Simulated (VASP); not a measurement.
Here is a VASP 6.6.1 calculation.

The input INCAR:

```
PREC = Accurate
ENCUT = 520
EDIFF = 1E-7
ISMEAR = 0
SIGMA = 0.02
LREAL = F
LASPH = T
NELM = 100
ALGO = Normal
ISIF = 2
LWAVE = F
LCHARG = F
GGA = PE
NBANDS = 35
```

The input KPOINTS:

```
regular mesh
0
Gamma
  12 12 2
```

Contents of POSCAR:

```
Te2Mo
1.0
    3.5566717495      0.0000000000      0.0000000000
   -1.7783358747      3.0801680880      0.0000000000
    0.0000000000      0.0000000000     15.3226918739
Te Mo
4 2
Direct
    0.3333333333      0.6666666667      0.6320062254
    0.6666666667      0.3333333333      0.1320062254
    0.3333333333      0.6666666667      0.8679937746
    0.6666666667      0.3333333333      0.3679937746
    0.3333333333      0.6666666667      0.2500000000
    0.6666666667      0.3333333333      0.7500000000
```

Potentials or basis: VASP PAW PBE potentials, release 64 (Te, Mo_sv).

Launch:

```bash
$ cat potpaw_PBE.64/Te/POTCAR potpaw_PBE.64/Mo_sv/POTCAR > POTCAR
$ mpirun -np 1 vasp_std > vasp.out
```

Task: Predict the band gap on the k mesh.

Result: 1.02 eV, indirect (least direct gap 1.03 eV).

Task: Estimate the pressure.

Result: 0.0 GPa.

Stress tensor (GPa, compression positive):
```
-0.01  0.00  0.00
 0.00 -0.01  0.00
 0.00  0.00  0.08
```

Caveat: spin-orbit coupling is left out, which moves the levels of the heavy elements; this functional lacks dispersion, which binds the layers, so the pressure and a relaxed spacing across them are unreliable. A k mesh can miss the band edges.
